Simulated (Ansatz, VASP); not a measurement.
One calculation of Rh2I, two programs

Contents of INCAR:

```
SYSTEM = Rh2I
ALGO     = Normal         ! electronic algorithm
EDIFF    = 1E-7           ! SCF threshold, eV
EDIFFG   = -0.04          ! ionic threshold
ENCUT    = 600            ! plane-wave cutoff, eV
GGA      = PE             ! functional
IBRION   = 2              ! ionic algorithm
ISIF     = 3              ! what is computed and relaxed
ISMEAR   = 0              ! smearing method
LASPH    = .TRUE.         ! aspherical terms in the spheres
LCHARG   = .FALSE.        ! write CHGCAR
LREAL    = .FALSE.        ! projectors in reciprocal space
LWAVE    = .FALSE.        ! write WAVECAR
NELM     = 80             ! most SCF steps
NSW      = 90             ! ionic steps
PREC     = Accurate       ! precision mode
SIGMA    = 0.1            ! smearing width, eV
```

KPOINTS

```
k-points
0
G
  6 6 4
  0 0 0
```

The input POSCAR:

```
Rh2I
1.0
    4.0887331110      0.0000000000      0.0000000000
   -2.0443665555      3.5409467434      0.0000000000
    0.0000000000      0.0000000000      4.4147450534
Rh I
2 1
Direct
    0.3333333333      0.6666666667      0.5000000000
    0.6666666667      0.3333333333      0.5000000000
    0.0000000000      0.0000000000      0.0000000000
```

Input for Ansatz:

```yaml
crystal:
  lattice:
    - [4.088733111, 0.0, 0.0]
    - [-2.0443665555, 3.5409467434, 0.0]
    - [0.0, 0.0, 4.4147450534]
  atoms:
    - { symbol: Rh, position: [0.3333333333, 0.6666666667, 0.5] }
    - { symbol: Rh, position: [0.6666666667, 0.3333333333, 0.5] }
    - { symbol: I, position: [0.0, 0.0, 0.0] }
basis:
  ecutwfc: 420
kpoints:
  mp_grid: { grid: [6, 6, 4] }
hamiltonian:
  xc: pbe
scf:
  occupations: { method: gaussian, width: 0.1 }
  lower_state_search: "off"
output:
  forces: true
  stress: true
  eigenvalues: true
relax:
  adjacent_minimum: "off"
  f_tol: 0.04
  max_steps: 70
  cell: { stress_tol: 0.4 }
```

Alike in both runs: task relaxation of cell and atoms; functional PBE; k mesh 6 × 6 × 4; occupations gaussian, width 0.1 eV; no spin polarisation.

|  | VASP | Ansatz |
| --- | --- | --- |
| version | VASP 6.6.1 | Ansatz 0.2.0 |
| potentials or method | VASP PAW PBE potentials, release 64 (Rh_pv, I), cutoff 600 eV | scalar-relativistic, plane waves, PAW |
| valence electrons in the cell | 37 | 51 |

Ansatz gave:

* gap on the k mesh at the Fermi level, each at its own relaxed structure (eV): none
* relaxed volume (Å³/atom): 18.34
* relaxed cell length with the largest relative difference (Å): 3.183

Problem. What did VASP give for the same quantities?

Solution. gap on the k mesh at the Fermi level, each at its own relaxed structure (eV): none; relaxed volume (Å³/atom): 18.33; relaxed cell length with the largest relative difference (Å): 3.179.

A gap of «none» marks a metal or a gap that the smearing closes. VASP's potentials hold 37 valence electrons a cell and Ansatz's 51, so a difference there can come from the potentials and not from the codes.

Spin-orbit coupling is off throughout.
